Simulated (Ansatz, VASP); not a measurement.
# V in VASP and in Ansatz

```
V
1.0
     0.00000    1.90037    1.90037
     1.90037    0.00000    1.90037
     1.90037    1.90037    0.00000
V
1
Direct
  0.00000 0.00000 0.00000
```

Alike in both runs: task single point; functional r2SCAN; k mesh 18 × 18 × 18; occupations gaussian, width 0.05 eV; collinear spin.

|  | VASP | Ansatz |
| --- | --- | --- |
| version | VASP 6.6.1 | Ansatz 0.2.0 |
| potentials or method | VASP PAW PBE potentials, release 64 (V_sv), cutoff 520 eV | scalar-relativistic, plane waves, PAW |
| valence electrons in the cell | 13 | 13 |

```tsv
	VASP	Ansatz	Ansatz less VASP
pressure (GPa)	0.6	0.0	-0.57
net moment per atom (μB)	0.00	0.00	0.000
```

VASP's potentials were made for PBE, not for r2SCAN. With one functional, cell and mesh, what is left measures potentials, basis and numerics. Ansatz's warnings: seeded moment not kept, stability check not made.
